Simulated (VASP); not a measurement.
## Se: single point with revPBE

The system is Se.

```
Se
1.0
     0.00000    3.19632    3.19632
     3.19632    0.00000    3.19632
     3.19632    3.19632    0.00000
Se
2
Cartesian
  0.7991 0.7991 0.7991
  5.5936 5.5936 5.5936
```

- Program: VASP 6.6.1
- Task: single point
- Functional: revPBE
- Potentials or basis: VASP PAW PBE potentials, release 64 (Se)
- Cutoff: 520 eV
- k mesh: 10 × 10 × 10
- Occupations: fermi-dirac, width 0.1 eV
- Spin: no spin polarisation

```
Pressure               : 0.0 GPa
Band gap on the k mesh : zero (band 6 reaches 2.17 eV, above the bottom of band 7 at 1.15 eV)
```

Levels at points of the mesh, in eV from the Fermi level:
```
           k point  band 2  band 3  band 4  band 5  band 6  band 7  band 8  band 9  band 10  band 11
(0.00, 0.00, 0.00)  -10.31   -3.29   -3.29   -3.29   -0.70   -0.70   -0.70    4.69     7.72     7.72
(0.50, 0.00, 0.00)  -12.00   -3.96   -3.96   -3.93    0.32    0.32    1.52    7.08     7.16     8.06
(0.50, 0.50, 0.00)  -13.14   -4.68   -4.68   -1.83   -1.83    2.02    2.02    6.36     6.36     9.82
```

Wall time 33 s on 1 thread of Intel Xeon 6975P-C (shared host), peak memory 0.21 GiB.

Caveat: the PAW data sets were made with another functional, which shifts forces and pressure a little.
